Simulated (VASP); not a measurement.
## SiNi: single point with PBEsol

SiNi:

```
CELL_PARAMETERS angstrom
4.46742 0.00000 0.00000
0.00000 4.46742 0.00000
0.00000 0.00000 4.46742
ATOMIC_POSITIONS crystal
Ni 0.14889 0.14889 0.14889
Ni 0.64889 0.35111 0.85111
Ni 0.85111 0.64889 0.35111
Ni 0.35111 0.85111 0.64889
Si 0.84649 0.84649 0.84649
Si 0.34649 0.65351 0.15351
Si 0.15351 0.34649 0.65351
Si 0.65351 0.15351 0.34649
```

```json
{
 "Program": "VASP 6.6.1",
 "Task": "single point",
 "Functional": "PBEsol",
 "Potentials or basis": "VASP PAW PBE potentials, release 64 (Ni, Si)",
 "Cutoff": "520 eV",
 "k mesh": "6 × 6 × 6",
 "Occupations": "fermi-dirac, width 0.05 eV",
 "Spin": "collinear spin, ferromagnetic start",
 "Starting moments": "[1.0, 1.0, 1.0, 1.0, 0.0, 0.0, 0.0, 0.0] μB",
 "Dipole correction": "no",
 "Further INCAR settings": "ALGO = Normal; EDIFF = 1e-06; NBANDS = 42"
}
```

```
Pressure                                              : 0.2 GPa
Band gap on the k mesh                                : zero (filled and empty bands overlap)
Net moment                                            : 0.00 μB per cell
Valence electrons inside the program's atomic spheres : Ni 9.62; Si 1.60
```

Levels at points of the mesh, in eV from the Fermi level:
Spin up:
| k point | band 25 | band 26 | band 27 | band 28 | band 29 | band 30 | band 31 | band 32 |
| --- | --- | --- | --- | --- | --- | --- | --- | --- |
| (0.00, 0.00, 0.00) | -1.66 | -1.66 | -1.66 | 1.05 | 1.05 | 1.05 | 1.41 | 1.41 |
| (0.50, 0.00, 0.00) | -2.05 | -2.05 | -0.63 | -0.63 | -0.18 | -0.18 | 2.83 | 2.83 |
| (0.50, 0.50, 0.00) | -1.57 | -1.57 | -0.99 | -0.99 | 0.38 | 0.38 | 0.89 | 0.89 |
| (0.50, 0.50, 0.50) | -1.82 | -1.82 | -1.82 | -1.82 | 4.31 | 4.31 | 4.31 | 4.31 |
Spin down:
| k point | band 26 | band 27 | band 28 | band 29 | band 30 | band 31 |
| --- | --- | --- | --- | --- | --- | --- |
| (0.00, 0.00, 0.00) | -1.66 | -1.66 | 1.05 | 1.05 | 1.05 | 1.41 |
| (0.50, 0.00, 0.00) | -2.05 | -0.63 | -0.63 | -0.18 | -0.18 | 2.83 |
| (0.50, 0.50, 0.00) | -1.57 | -0.99 | -0.99 | 0.38 | 0.38 | 0.89 |
| (0.50, 0.50, 0.50) | -1.82 | -1.82 | -1.82 | 4.31 | 4.31 | 4.31 |

Wall time 5.4 min on 1 thread of Intel Xeon 8259CL, with other jobs on the host, peak memory 0.31 GiB.

Caveat: the PAW data sets were made with another functional, which shifts forces and pressure a little.
